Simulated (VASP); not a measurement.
Write the native input for VASP 6.6.1 that does the following.

```yaml
Task: single point
Functional: PBE
Potentials_or_basis: VASP PAW PBE potentials, release 64 (Pb_d, Te)
Cutoff: 520 eV
k_mesh: 9 × 9 × 5
Occupations: fermi-dirac, width 0.05 eV
Spin: no spin polarisation
Dipole_correction: no
Further_INCAR_settings: ALGO = Normal; EDIFF = 1e-06; NBANDS = 28
```

The structure of TePb (NiAs type) lies in POSCAR:

```
TePb
1.0
    3.9274968454      0.0000000000      0.0000000000
   -1.9637484227      3.4013120414      0.0000000000
    0.0000000000      0.0000000000      8.0799140992
Pb Te
2 2
Direct
    0.0000000000      0.0000000000      0.0000000000
    0.0000000000      0.0000000000      0.5000000000
    0.3333333333      0.6666666667      0.2500000000
    0.6666666667      0.3333333333      0.7500000000
```

The input as run:

INCAR

```
PREC = Accurate
ENCUT = 520
EDIFF = 1E-6
ISMEAR = -1
SIGMA = 0.05
LREAL = F
LASPH = T
NELM = 60
ALGO = Normal
ISIF = 2
LWAVE = F
LCHARG = F
GGA = PE
NBANDS = 28
```

KPOINTS

```
Automatic mesh
0
Gamma
  9 9 5
```

Potentials or basis: VASP PAW PBE potentials, release 64 (Pb_d, Te).

Launch:

```bash
$ cat potpaw_PBE.64/Pb_d/POTCAR potpaw_PBE.64/Te/POTCAR > POTCAR
$ mpirun -np 1 vasp_std > vasp.out
```

Results of the run:

The pressure is 17.0 GPa and the band gap on the k mesh is zero (band 20 reaches 10.52 eV, above the bottom of band 21 at 8.43 eV).

Caveat: spin-orbit coupling is left out, which moves the levels of the heavy elements.

Wall time 94 s on 1 thread of Intel(R) Xeon(R) Platinum 8488C (Sapphire Rapids), with other jobs on the host, peak memory 0.26 GiB.
